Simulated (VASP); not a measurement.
Runs of VASP 6.6.1 on BAs. It takes space group F-43m (No. 216, cubic). The conventional cell has a = 4.784 Å, b = 4.784 Å, c = 4.784 Å, α = 90.00°, β = 90.00°, γ = 90.00°. B (site symmetry -43m) has 4 As at 2.07 Å within 2.7 Å. As (site symmetry -43m) has 4 B at 2.07 Å within 2.7 Å. 

```tsv
task	level	potentials or basis	k mesh	cutoff (eV)	GW scheme	GW iterations	cutoff of the response function	frequency points	empty bands	gap on the mesh (eV)	pressure (GPa)
single point	PBE	VASP PAW PBE potentials, release 64 (B, As)	4 × 4 × 4	520	-	-	-	-	-	1.42	(b)
single point	HSE06	VASP PAW PBE potentials, release 64 (B, As)	4 × 4 × 4	520	-	-	-	-	-	2.12	-0.6
single point	PBE	VASP PAW PBE potentials, release 64 (B, As)	8 × 8 × 8	520	-	-	-	-	-	1.19	(a)
single point	r2SCAN	VASP PAW PBE potentials, release 64 (B, As)	4 × 4 × 4	520	-	-	-	-	-	1.60	0.9
single point	LDA	VASP PAW LDA potentials, release 64 (B, As)	4 × 4 × 4	520	-	-	-	-	-	1.32	-3.1
```

Alike in all rows: no spin polarisation; cell as given; smearing gaussian 0.01 eV.

**Question.** Estimate the missing entries.

**Answer.** (a) 2.8; (b) 3.4.

Caveats: some runs use coarse meshes; the PAW data sets were made with another functional, which shifts forces and pressure a little (some runs).

A k mesh can miss the band edges, and the runs leave out spin-orbit coupling on As.
